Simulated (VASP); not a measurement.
# Ni (Fm-3m) in VASP: further runs, part 2 of 2

VASP 6.6.1. The steps go on from the part before.

## 3. Single point, LDA, collinear spin, ferromagnetic start

Input file INCAR:

```
PREC = Accurate
ENCUT = 520
EDIFF = 1E-6
ISMEAR = -1
SIGMA = 0.05
LREAL = False
LASPH = True
NELM = 150
ALGO = Normal
ISIF = 2
LWAVE = False
LCHARG = False
ISPIN = 2
MAGMOM = 0.7 0.7
LORBIT = 11
LMAXMIX = 4
ISYM = 0
NBANDS = 21
```

Input file KPOINTS:

```
regular mesh
0
Gamma
  11 7 9
```

Input file POSCAR:

```
Ni
1.0
    0.0000000000     -1.7935000000     -1.7935000000
   -3.5870000000     -1.7935000000     -1.7935000000
    0.0000000000      1.7935000000     -1.7935000000
Ni
2
Direct
    0.0000000000      0.0000000000      0.0000000000
    0.0000000000      0.5000000000      0.5000000000
```

Potentials or basis: VASP PAW LDA potentials, release 64 (Ni).

Started as:

```sh
$ cat potpaw_LDA.64/Ni/POTCAR > POTCAR
$ mpirun -np 1 vasp_std > vasp.out
```

OUTCAR:

```text
PREC = Accurate
   ENCUT = 520
   EDIFF = 1E-6
   ISMEAR = -1
   LREAL = False
   LASPH = True
   NELM = 150
   ISIF = 2
   ISPIN = 2
   LORBIT = 11
   ISYM = 0

 ion  position               nearest neighbor table
   1  0.000  0.000  0.000-   2 2.54   2 2.54   2 2.54   2 2.54   2 2.54   2 2.54   2 2.54   2 2.54

   2  0.000  0.500  0.500-   1 2.54   1 2.54   1 2.54   1 2.54   1 2.54   1 2.54   1 2.54   1 2.54

IMPORTANT INFORMATION: All symmetrisations will be switched off!
NOSYMM: (Re-)initialisation of all symmetry stuff for point group C_1.

----------------------------------------------------------------------------------------

                                     Primitive cell

  volume of cell :      23.0762

  direct lattice vectors                    reciprocal lattice vectors
     0.000000000 -1.793500000 -1.793500000     0.278784500 -0.278784500 -0.278784500
    -3.587000000 -1.793500000 -1.793500000    -0.278784500  0.000000000  0.000000000
     0.000000000  1.793500000 -1.793500000     0.000000000  0.278784500 -0.278784500

  length of vectors
     2.536392024  4.393159854  2.536392024     0.482868918  0.278784500  0.394260820

  position of ions in fractional coordinates (direct lattice)
     0.000000000  0.000000000  0.000000000
     0.000000000  0.500000000  0.500000000

  ion indices of the primitive-cell ions
   primitive index   ion index
                 1           1
                 2           2

----------------------------------------------------------------------------------------

 KPOINTS: regular mesh

Automatic generation of k-mesh.
 Grid dimensions read from file:
 generate k-points for:   11    7    9

 Generating k-lattice:

  Cartesian coordinates                     Fractional coordinates (reciprocal lattice)
     0.025344045 -0.025344045 -0.025344045     0.090909091  0.000000000  0.000000000
    -0.039826357  0.000000000  0.000000000     0.000000000  0.142857143  0.000000000
     0.000000000  0.030976056 -0.030976056     0.000000000  0.000000000  0.111111111

  Length of vectors
[... 119 lines left out ...]
  ---------------------------------------------------
  free energy    TOTEN  =       -12.90476902 eV

  energy without entropy =      -12.87360380  energy(sigma->0) =      -12.88918641

 E-fermi :   8.2013     XC(G=0): -13.2676

 val. band max:        8.1938659263   @ k =  -0.0909   0.2857   0.0000
 cond. band min:       8.2041393578   @ k =   0.3636   0.1429   0.1111
 fundamental gap:      0.0102734316
 Fermi energy:         8.2012603544

 spin component 1

 k-point     1 :       0.0000    0.0000    0.0000
  band No.  band energies     occupation
      1      -0.3659      1.00000
      2       3.9490      1.00000
      3       4.3891      1.00000
      4       6.0105      1.00000
      5       6.0108      1.00000
      6       6.0152      1.00000
[... 565 lines left out ...]
     20      31.9405      0.00000
     21      36.1543      0.00000

 [... further k-points ...]

 spin component 2

 k-point     1 :       0.0000    0.0000    0.0000
  band No.  band energies     occupation
      1      -0.3339      1.00000
      2       4.3031      1.00000
      3       4.8943      1.00000
      4       6.6168      1.00000
      5       6.6231      1.00000
      6       6.6249      1.00000
[... 565 lines left out ...]
     20      32.0571      0.00000
     21      36.2644      0.00000

 [... further k-points ...]

------------------------ aborting loop because EDIFF is reached ----------------------------------------

  FORCE on cell =-STRESS in cart. coord.  units (eV):
  Direction    XX          YY          ZZ          XY          YZ          ZX
  --------------------------------------------------------------------------------------
  -------------------------------------------------------------------------------------
  Total       -3.5929872     -3.6525000     -3.6525021     -0.0015289      0.0219771     -0.0015300
  in kB     -249.4606875   -253.5926564   -253.5927994     -0.1061500      1.5258699     -0.1062302
  external PRESSURE =    -252.2153811 kB  Pullay stress =       0.0000000 kB

 VOLUME and BASIS-vectors are now :
 -----------------------------------------------------------------------------
  energy-cutoff  :      520.00
  volume of cell :       23.08
      direct lattice vectors                 reciprocal lattice vectors
     0.000000000 -1.793500000 -1.793500000     0.278784500 -0.278784500 -0.278784500
    -3.587000000 -1.793500000 -1.793500000    -0.278784500  0.000000000  0.000000000
     0.000000000  1.793500000 -1.793500000     0.000000000  0.278784500 -0.278784500

 POSITION                                       TOTAL-FORCE (eV/Angst)
 -----------------------------------------------------------------------------------
      0.00000      0.00000      0.00000        -0.000000      0.000000      0.000000
     -1.79350      0.00000     -1.79350         0.000000     -0.000000     -0.000000
 -----------------------------------------------------------------------------------
    total drift:                               -0.000000     -0.000000      0.000000

  FREE ENERGIE OF THE ION-ELECTRON SYSTEM (eV)
  ---------------------------------------------------
  free  energy   TOTEN  =       -12.9047690213 eV

  energy  without entropy=      -12.8736038043  energy(sigma->0) =      -12.88918641

 total charge

# of ion       s       p       d       tot
------------------------------------------
    1        0.475   0.446   8.302   9.223
    2        0.475   0.446   8.302   9.223
--------------------------------------------------
tot          0.950   0.892  16.604  18.446

 magnetization (x)

# of ion       s       p       d       tot
------------------------------------------
    1       -0.006  -0.019   0.629   0.605
    2       -0.006  -0.019   0.629   0.605
--------------------------------------------------
tot         -0.011  -0.037   1.259   1.210
```

stdout:

```text
POSCAR found type information on POSCAR Ni
 POSCAR found :  1 types and       2 ions
 scaLAPACK will be used
 LDA part: xc-table for (Slater(with rela. corr.)+CA(PZ))
 , standard interpolation
 -----------------------------------------------------------------------------
|                                                                             |
|           W    W    AA    RRRRR   N    N  II  N    N   GGGG   !!!           |
|           W    W   A  A   R    R  NN   N  II  NN   N  G    G  !!!           |
|           W    W  A    A  R    R  N N  N  II  N N  N  G       !!!           |
|           W WW W  AAAAAA  RRRRR   N  N N  II  N  N N  G  GGG   !            |
|           WW  WW  A    A  R   R   N   NN  II  N   NN  G    G                |
|           W    W  A    A  R    R  N    N  II  N    N   GGGG   !!!           |
|                                                                             |
|     Your reciprocal lattice and k-lattice belong to different lattice       |
|     classes:                                                                |
|                                                                             |
|        The reciprocal lattice is simple tetragonal,                         |
|        whereas your k-lattice is simple monoclinic.                         |
|                                                                             |
|     Results are often still useful ...                                      |
|                                                                             |
 -----------------------------------------------------------------------------

 POSCAR, INCAR and KPOINTS ok, starting setup
 FFT: planning ... GRIDC
 FFT: planning ... GRID_SOFT
 FFT: planning ... GRID
 WAVECAR not read
 entering main loop
```

Wall time 3.2 min (1 thread of Oxide Virtual Turin-like, shared host); peak memory 0.29 GiB.

What came out:

| Item | Value |
| --- | --- |
| Free energy | -12.9048 eV |
| Pressure | -25.2 GPa |
| Net moment | 1.19 μB per cell |
| Site moments | Ni +0.60 μB |
| Valence electrons inside the program's atomic spheres | Ni 9.22 |

Levels at points of the mesh, in eV from the Fermi level:
Spin up:
| k point | band 9 | band 10 | band 11 | band 12 | band 13 | band 14 |
| --- | --- | --- | --- | --- | --- | --- |
| (0.00, 0.00, 0.00) | -0.48 | -0.37 | -0.37 | 2.44 | 8.78 | 14.25 |
Spin down:
| k point | band 6 | band 7 | band 8 | band 9 | band 10 | band 11 | band 12 | band 13 | band 14 | band 15 |
| --- | --- | --- | --- | --- | --- | --- | --- | --- | --- | --- |
| (0.00, 0.00, 0.00) | -1.58 | -0.57 | -0.57 | 0.11 | 0.32 | 0.32 | 2.48 | 9.03 | 14.31 | 14.31 |

Caveat: the cell stands under tension.
